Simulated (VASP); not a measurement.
# S (Fm-3m) in VASP: notebook

S is run at these levels: PBE; tasks: single point.

All numbers are computed with VASP 6.6.1; they aren't measurements. Logs are shortened: lines on timing, memory, paths and dates and some standing lists are left out, and cuts for length are marked.

### 1 The cell of the first run

The structure is cubic, space group Fm-3m (No. 225). Conventional cell: a = 3.989 Å, b = 3.989 Å, c = 3.989 Å, α = 90.00°, β = 90.00°, γ = 90.00°. Within 3.7 Å of S (site symmetry m-3m) lie 12 S at 2.82 Å.

### 2 Single point, PBE

INCAR reads:

```
ALGO = Normal
EDIFF = 1E-6
ENCUT = 520
GGA = PE
ISIF = 2
ISMEAR = 1
LASPH = True
LCHARG = False
LREAL = False
LWAVE = False
NBANDS = 9
NELM = 100
PREC = Accurate
SIGMA = 0.1
```

KPOINTS reads:

```
k-points
0
Gamma
  6 6 6
```

POSCAR reads:

```
S
1.0
    0.0000000000      1.9943503400      1.9943503400
    1.9943503400      0.0000000000      1.9943503400
    1.9943503400      1.9943503400      0.0000000000
S
1
Direct
    0.0000000000      0.0000000000      0.0000000000
```

Potentials or basis: VASP PAW PBE potentials, release 64 (S).

Run with:

```sh
$ cat potpaw_PBE.64/S/POTCAR > POTCAR
$ mpirun -np 1 vasp_std > vasp.out
```

OUTCAR:

```text
EDIFF = 1E-6
   ENCUT = 520
   GGA = PE
   ISIF = 2
   ISMEAR = 1
   LASPH = True
   LREAL = False
   NELM = 100
   PREC = Accurate

 ion  position               nearest neighbor table
   1  0.000  0.000  0.000-

  LATTYP: Found a face centered cubic cell.
 ALAT       =     3.9887006800

  Lattice vectors:

 A1 = (   0.0000000000,   1.9943503400,   1.9943503400)
 A2 = (   1.9943503400,   0.0000000000,   1.9943503400)
 A3 = (   1.9943503400,   1.9943503400,   0.0000000000)

Analysis of symmetry for initial positions (statically):
=====================================================================
 Subroutine PRICEL returns:
 Original cell was already a primitive cell.

 Routine SETGRP: Setting up the symmetry group for a
 face centered cubic supercell.

 Subroutine GETGRP returns: Found 48 space group operations
 (whereof 48 operations were pure point group operations)
 out of a pool of 48 trial point group operations.

The static configuration has the point symmetry O_h .

Analysis of symmetry for dynamics (positions and initial velocities):
=====================================================================
 Subroutine PRICEL returns:
 Original cell was already a primitive cell.

 Routine SETGRP: Setting up the symmetry group for a
 face centered cubic supercell.

 Subroutine GETGRP returns: Found 48 space group operations
 (whereof 48 operations were pure point group operations)
 out of a pool of 48 trial point group operations.

The dynamic configuration has the point symmetry O_h .

 Subroutine INISYM returns: Found 48 space group operations
 (whereof 48 operations are pure point group operations),
 and found     1 'primitive' translations

----------------------------------------------------------------------------------------

                                     Primitive cell

  volume of cell :      15.8648

  direct lattice vectors                    reciprocal lattice vectors
     0.000000000  1.994350340  1.994350340    -0.250708208  0.250708208  0.250708208
     1.994350340  0.000000000  1.994350340     0.250708208 -0.250708208  0.250708208
     1.994350340  1.994350340  0.000000000     0.250708208  0.250708208 -0.250708208

  length of vectors
     2.820437299  2.820437299  2.820437299     0.434239354  0.434239354  0.434239354

  position of ions in fractional coordinates (direct lattice)
     0.000000000  0.000000000  0.000000000

  ion indices of the primitive-cell ions
   primitive index   ion index
                 1           1

----------------------------------------------------------------------------------------

 KPOINTS: k-points

Automatic generation of k-mesh.
 Grid dimensions read from file:
 generate k-points for:    6    6    6

 Generating k-lattice:

  Cartesian coordinates                     Fractional coordinates (reciprocal lattice)
    -0.041784701  0.041784701  0.041784701     0.166666667  0.000000000  0.000000000
     0.041784701 -0.041784701  0.041784701     0.000000000  0.166666667  0.000000000
     0.041784701  0.041784701 -0.041784701     0.000000000  0.000000000  0.166666667

  Length of vectors
     0.072373226  0.072373226  0.072373226

  Shift w.r.t. Gamma in fractional coordinates (k-lattice)
     0.000000000  0.000000000  0.000000000

 Subroutine IBZKPT returns following result:
 ===========================================

 Found     16 irreducible k-points:

 Following reciprocal coordinates:
            Coordinates               Weight
  0.000000  0.000000  0.000000      1.000000
  0.166667  0.000000  0.000000      8.000000
  0.333333  0.000000  0.000000      8.000000
  0.500000  0.000000  0.000000      4.000000
  0.166667  0.166667  0.000000      6.000000
  0.333333  0.166667  0.000000     24.000000
[... 8 lines left out ...]
 -0.333333  0.333333  0.166667     24.000000
 -0.333333  0.500000  0.166667     12.000000
   k-points           NKPTS =     16   k-points in BZ     NKDIM =     16   number of bands    NBANDS=      9
   number of dos      NEDOS =    301   number of ions     NIONS =      1
   total plane-waves  NPLWV =  13824
   dimension x,y,z NGX =    24 NGY =   24 NGZ =   24
   dimension x,y,z NGXF=    48 NGYF=   48 NGZF=   48
   ions per type =               1
   NGX,Y,Z   is equivalent  to a cutoff of  14.15, 14.15, 14.15 a.u.
   NGXF,Y,Z  is equivalent  to a cutoff of  28.29, 28.29, 28.29 a.u.
 SYSTEM =  unknown system
   PREC   = accura    normal or accurate (medium, high low for compatibility)
   ISTART =      0    job   : 0-new  1-cont  2-samecut
   ICHARG =      2    charge: 1-file 2-atom 10-const
   ISPIN  =      1    spin polarized calculation?
   LNONCOLLINEAR =      F non collinear calculations
   LSORBIT =      F    spin-orbit coupling
   LASPH  =      T    aspherical Exc in radial PAW
   ENCUT  =  520.0 eV  38.22 Ry    6.18 a.u.   5.24  5.24  5.24*2*pi/ulx,y,z
   NELM   =    100;   NELMIN=  2; NELMDL= -5     # of ELM steps
   EDIFF  = 0.1E-05   stopping-criterion for ELM
   LREAL  =      F    real-space projection
   EDIFFG = 0.1E-04   stopping-criterion for IOM
   NSW    =      0    number of steps for IOM
   IBRION =     -1    ionic relax: 0-MD 1-quasi-New 2-CG
   NFREE  =      0    steps in history (QN), initial steepest desc. (CG)
   ISIF   =      2    stress and relaxation
   ISYM   =      2    0-nonsym 1-usesym 2-fastsym
   POTIM  = 0.5000    time-step for ionic-motion
   TEBEG  =    0.0;   TEEND  =   0.0 temperature during run
   PSTRESS=    0.0 pullay stress
   NELECT =       6.0000    total number of electrons
   NUPDOWN=      -1.0000    fix difference up-down
   EMIN   =  10.00;   EMAX   =-10.00  energy-range for DOS
   EFERMI =   0.00;   METHOD = LEGACY
   ISMEAR =     1;   SIGMA  =   0.10  broadening in eV -4-tet -1-fermi 0-gaus
   EFERMI_NEDOS =   21; number of points for ismear=-14 and -15
   IALGO  =     38    algorithm
   IMIX   =      4    mixing-type and parameters
     AMIX     =   0.40;   BMIX     =  1.00
     AMIX_MAG =   1.60;   BMIX_MAG =  1.00
  volume/ion in A,a.u.               =      15.86       107.06
  Fermi-wavevector in a.u.,A,eV,Ry     =   1.183897  2.237240 19.070080  1.401611
  Thomas-Fermi vector in A             =   2.320122
   LORBIT       =      0    0 simple, 1 ext, 2 COOP (PROOUT), +10 PAW based schemes
   GGA     = PE    functional components
   LHFCALC =     F    Hartree Fock is set to
   AEXX    =    0.0000 exact exchange contribution
   IVDW    =     0    specifies the selected vdW correction
   LEPSILON=     F    determine dielectric tensor
   LRPA    =     F    only Hartree local field effects (RPA)
 non-spin polarized calculation
 Methfessel and Paxton  Order N= 1 SIGMA  =   0.10
  energy-cutoff  :      520.00
  volume of cell :       15.86
 maximum number of plane-waves:       444
 NGX is ok and might be reduce to    24
   NGX = 11   NGY = 11   NGZ = 11

 number of electron       5.9999999 magnetization

 Free energy of the ion-electron system (eV)
  ---------------------------------------------------
  ext. energy  EPLUGINS =         0.00000000
  ---------------------------------------------------
  free energy    TOTEN  =        -2.79226104 eV

  energy without entropy =       -2.79287929  energy(sigma->0) =       -2.79246712

 E-fermi :   7.3900     XC(G=0): -11.1641

 val. band max:        7.3480688137   @ k =  -0.1667   0.1667   0.0000
 cond. band min:       7.4930099576   @ k =   0.5000   0.3333   0.1667
 fundamental gap:      0.1449411439
 Fermi energy:         7.3899740640

 k-point     1 :       0.0000    0.0000    0.0000
  band No.  band energies     occupation
      1      -9.2724      2.00000
      2      10.6022      0.00000
      3      10.6022      0.00000
      4      10.6022      0.00000
      5      19.5337      0.00000
      6      19.5337      0.00000
      7      19.5337      0.00000
      8      21.7766      0.00000
      9      24.8510      0.00000

 k-point     2 :       0.1667    0.0000    0.0000
  band No.  band energies     occupation
      1      -8.6232      2.00000
      2       7.6190     -0.00561
      3      10.1868      0.00000
      4      10.1868      0.00000
      5      18.4864      0.00000
      6      20.3060      0.00000
      7      20.3060      0.00000
      8      23.7434      0.00000
      9      23.7536      0.00000

 k-point     3 :       0.3333    0.0000    0.0000
  band No.  band energies     occupation
      1      -6.8181      2.00000
      2       2.8036      2.00000
      3       9.5585      0.00000
      4       9.5585      0.00000
      5      17.2670      0.00000
      6      19.4790      0.00000
      7      19.4790      0.00000
      8      25.2416      0.00000
      9      26.0778      0.00000

 k-point     4 :       0.5000    0.0000    0.0000
  band No.  band energies     occupation
      1      -5.1885      2.00000
      2       0.0346      2.00000
      3       9.3102     -0.00000
      4       9.3102     -0.00000
      5      16.8652      0.00000
      6      18.7590      0.00000
      7      18.7590      0.00000
      8      24.5792      0.00000
      9      29.1061      0.00000
[... 109 lines left out ...]
 k-point    14 :       0.5000    0.3333    0.1667
  band No.  band energies     occupation
      1      -5.3189      2.00000
      2       3.2548      2.00000
      3       5.1449      2.00000
      4       7.4930     -0.05600
      5      17.0913      0.00000
      6      17.9828      0.00000
      7      21.1577      0.00000
      8      26.2992      0.00000
      9      26.3842      0.00000

 k-point    15 :      -0.3333    0.3333    0.1667
  band No.  band energies     occupation
      1      -3.9495      2.00000
      2       1.6752      2.00000
      3       4.3326      2.00000
      4       6.6131      2.00000
      5      16.9943      0.00000
      6      19.4696      0.00000
      7      22.3300      0.00000
      8      23.5770      0.00000
      9      28.1541      0.00000

 k-point    16 :      -0.3333    0.5000    0.1667
  band No.  band energies     occupation
      1      -3.3881      2.00000
      2       1.8941      2.00000
      3       4.3342      2.00000
      4       5.2550      2.00000
      5      16.0046      0.00000
      6      17.2326      0.00000
      7      24.3168      0.00000
      8      24.7354      0.00000
      9      30.6523      0.00000

------------------------ aborting loop because EDIFF is reached ----------------------------------------

  FORCE on cell =-STRESS in cart. coord.  units (eV):
  Direction    XX          YY          ZZ          XY          YZ          ZX
  --------------------------------------------------------------------------------------
  -------------------------------------------------------------------------------------
  Total       -0.0052146     -0.0052146     -0.0052146      0.0000000      0.0000000     -0.0000000
  in kB       -0.5266206     -0.5266206     -0.5266206      0.0000000      0.0000000     -0.0000000
  external PRESSURE =      -0.5266206 kB  Pullay stress =       0.0000000 kB

 VOLUME and BASIS-vectors are now :
 -----------------------------------------------------------------------------
  energy-cutoff  :      520.00
  volume of cell :       15.86
      direct lattice vectors                 reciprocal lattice vectors
     0.000000000  1.994350340  1.994350340    -0.250708208  0.250708208  0.250708208
     1.994350340  0.000000000  1.994350340     0.250708208 -0.250708208  0.250708208
     1.994350340  1.994350340  0.000000000     0.250708208  0.250708208 -0.250708208

 POSITION                                       TOTAL-FORCE (eV/Angst)
 -----------------------------------------------------------------------------------
      0.00000      0.00000      0.00000         0.000000      0.000000     -0.000000
 -----------------------------------------------------------------------------------
    total drift:                                0.000000     -0.000000     -0.000000

  FREE ENERGIE OF THE ION-ELECTRON SYSTEM (eV)
  ---------------------------------------------------
  free  energy   TOTEN  =        -2.7922610353 eV

  energy  without entropy=       -2.7928792940  energy(sigma->0) =       -2.79246712
```

It took 6.1 s on 1 thread of AMD EPYC 7R13, shared host; peak memory 0.1 GiB.

Results:

```
Free energy            : -2.7923 eV
Pressure               : -0.1 GPa
Band gap on the k mesh : zero (band 3 reaches 10.60 eV, above the bottom of band 4 at 5.25 eV)
```

Caveat: the k points lie up to 0.45 Å⁻¹ apart.

### 3 Single point, PBE

INCAR reads:

```
PREC = Accurate
ENCUT = 520
EDIFF = 1E-7
ISMEAR = 1
SIGMA = 0.1
LREAL = F
LASPH = T
NELM = 60
ALGO = Normal
ISIF = 2
LWAVE = F
LCHARG = T
GGA = PE
LELF = T
LVHAR = T
NBANDS = 9
```

KPOINTS reads:

```
Automatic mesh
0
Gamma
  8 8 8
```

POSCAR is that of step 2.

Potentials or basis: VASP PAW PBE potentials, release 64 (S).

Run with:

```sh
$ cat potpaw_PBE.64/S/POTCAR > POTCAR
$ mpirun -np 1 vasp_std > vasp.out
```

OUTCAR:

```text
PREC = Accurate
   ENCUT = 520
   EDIFF = 1E-7
   ISMEAR = 1
   LREAL = F
   LASPH = T
   NELM = 60
   ISIF = 2
   GGA = PE

 ion  position               nearest neighbor table
   1  0.000  0.000  0.000-

  LATTYP: Found a face centered cubic cell.
 ALAT       =     3.9887006800

  Lattice vectors:

 A1 = (   0.0000000000,   1.9943503400,   1.9943503400)
 A2 = (   1.9943503400,   0.0000000000,   1.9943503400)
 A3 = (   1.9943503400,   1.9943503400,   0.0000000000)

Analysis of symmetry for initial positions (statically):
=====================================================================
 Subroutine PRICEL returns:
 Original cell was already a primitive cell.

 Routine SETGRP: Setting up the symmetry group for a
 face centered cubic supercell.

 Subroutine GETGRP returns: Found 48 space group operations
 (whereof 48 operations were pure point group operations)
 out of a pool of 48 trial point group operations.

The static configuration has the point symmetry O_h .

[... 162 lines left out ...]
 cond. band min:       7.6088848858   @ k =  -0.2500   0.1250   0.0000
 fundamental gap:      0.1648303801
 Fermi energy:         7.5761196615

 k-point     1 :       0.0000    0.0000    0.0000
  band No.  band energies     occupation
      1      -9.2763      2.00000
      2      10.5978      0.00000
      3      10.5978      0.00000
      4      10.5978      0.00000
      5      19.5317      0.00000
      6      19.5317      0.00000
      7      19.5317      0.00000
      8      21.7663      0.00000
      9      24.8500      0.00000
[... 265 lines left out ...]
 k-point    24 :      -0.3750    0.2500    0.1250
  band No.  band energies     occupation
      1      -4.4377      2.00000
      2       0.9761      2.00000
      3       5.7214      2.00000
      4       7.7160     -0.06360
      5      16.9789      0.00000
      6      18.7426      0.00000
      7      22.4890      0.00000
      8      23.8947      0.00000
      9      27.8047      0.00000

 [... further k-points ...]

------------------------ aborting loop because EDIFF is reached ----------------------------------------

  FORCE on cell =-STRESS in cart. coord.  units (eV):
  Direction    XX          YY          ZZ          XY          YZ          ZX
  --------------------------------------------------------------------------------------
  -------------------------------------------------------------------------------------
  Total        0.0094310      0.0094310      0.0094310     -0.0000000     -0.0000000      0.0000000
  in kB        0.9524352      0.9524352      0.9524352     -0.0000000     -0.0000000      0.0000000
  external PRESSURE =       0.9524352 kB  Pullay stress =       0.0000000 kB

 VOLUME and BASIS-vectors are now :
 -----------------------------------------------------------------------------
  energy-cutoff  :      520.00
  volume of cell :       15.86
      direct lattice vectors                 reciprocal lattice vectors
     0.000000000  1.994350340  1.994350340    -0.250708208  0.250708208  0.250708208
     1.994350340  0.000000000  1.994350340     0.250708208 -0.250708208  0.250708208
     1.994350340  1.994350340  0.000000000     0.250708208  0.250708208 -0.250708208

 POSITION                                       TOTAL-FORCE (eV/Angst)
 -----------------------------------------------------------------------------------
      0.00000      0.00000      0.00000         0.000000     -0.000000     -0.000000
 -----------------------------------------------------------------------------------
    total drift:                               -0.000000     -0.000000     -0.000000

  FREE ENERGIE OF THE ION-ELECTRON SYSTEM (eV)
  ---------------------------------------------------
  free  energy   TOTEN  =        -2.8327746703 eV

  energy  without entropy=       -2.8338806222  energy(sigma->0) =       -2.83314332
```

stdout:

```text
POSCAR found type information on POSCAR S
 POSCAR found :  1 types and       1 ions
 scaLAPACK will be used
 LDA part: xc-table for (Slater+PW92), standard interpolation
 POSCAR, INCAR and KPOINTS ok, starting setup
 FFT: planning ... GRIDC
 FFT: planning ... GRID_SOFT
 FFT: planning ... GRID
 WAVECAR not read
 entering main loop
```

It took 12 s on 1 thread of AMD EPYC 7R13, shared host; peak memory 0.1 GiB.

What came out:

```
Free energy            : -2.8328 eV
Pressure               : 0.1 GPa
Band gap on the k mesh : zero (band 3 reaches 10.60 eV, above the bottom of band 4 at 4.90 eV)
```

Levels at points of the mesh, in eV from the Fermi level:
```tsv
k point	band 1	band 2	band 3	band 4	band 5	band 6
(0.00, 0.00, 0.00)	-16.85	3.02	3.02	3.02	11.96	11.96
(0.50, 0.00, 0.00)	-12.77	-7.55	1.73	1.73	9.28	11.18
(0.50, 0.50, 0.00)	-11.13	-6.56	-0.99	-0.99	5.23	5.75
```

(Continued in part 2 of 2.)
